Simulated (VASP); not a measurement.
Rb4SrSn:

```
Rb Sr Sn
1.0
     0.00000    4.83109    4.83109
     4.83109    0.00000    4.83109
     4.83109    4.83109    0.00000
Rb Sr Sn
4 1 1
Direct
  0.37491 0.87528 0.37491
  0.37491 0.37491 0.37491
  0.87528 0.37491 0.37491
  0.37491 0.37491 0.87528
  0.75000 0.75000 0.75000
  0.00000 0.00000 0.00000
```

The cell was built from a structure type or drawn by symmetry, and may not be a known phase.

| Quantity | Value |
| --- | --- |
| Program | VASP 6.6.1 |
| Task | relaxation of cell and atoms |
| Functional | PBE |
| Potentials or basis | VASP PAW PBE potentials, release 64 (Rb_sv, Sr_sv, Sn_d) |
| Cutoff | 600 eV |
| k mesh | 4 × 4 × 4 |
| Occupations | gaussian, width 0.1 eV |
| Spin | no spin polarisation |

At the start: pressure 5.2 GPa; volume 37.59 Å³/atom.

Problem. Where does the relaxation end?

Solution. Over 4 steps the energy falls by 251.0 meV/atom and the volume is 57.83 Å³/atom (+53.9 %); space group F-43m (No. 216, to 0.1 Å) before and after.

The path:
| step | energy change (eV) | largest force (eV/Å) | pressure (GPa) | volume (Å³) |
| --- | --- | --- | --- | --- |
| 1 | 0.0000 | 0.3159 | 5.19 | 225.51 |
| 2 | -0.9778 | 0.1987 | 2.41 | 267.66 |
| 3 | -1.4686 | 0.0300 | 0.49 | 326.19 |
| 4 | -1.5061 | 0.0172 | 0.10 | 346.99 |

Final structure:
```yaml
crystal:
  lattice:
    - [0.00000, 5.57738, 5.57738]
    - [5.57738, 0.00000, 5.57738]
    - [5.57738, 5.57738, 0.00000]
  atoms:
    - { symbol: Rb, position: [0.37262, 0.88214, 0.37262] }
    - { symbol: Rb, position: [0.37262, 0.37262, 0.37262] }
    - { symbol: Rb, position: [0.88214, 0.37262, 0.37262] }
    - { symbol: Rb, position: [0.37262, 0.37262, 0.88214] }
    - { symbol: Sr, position: [0.75000, 0.75000, 0.75000] }
    - { symbol: Sn, position: [0.00000, 0.00000, 0.00000] }
```

Caveat: the volume moved by over 15 % at a fixed basis, so the end points are rough.
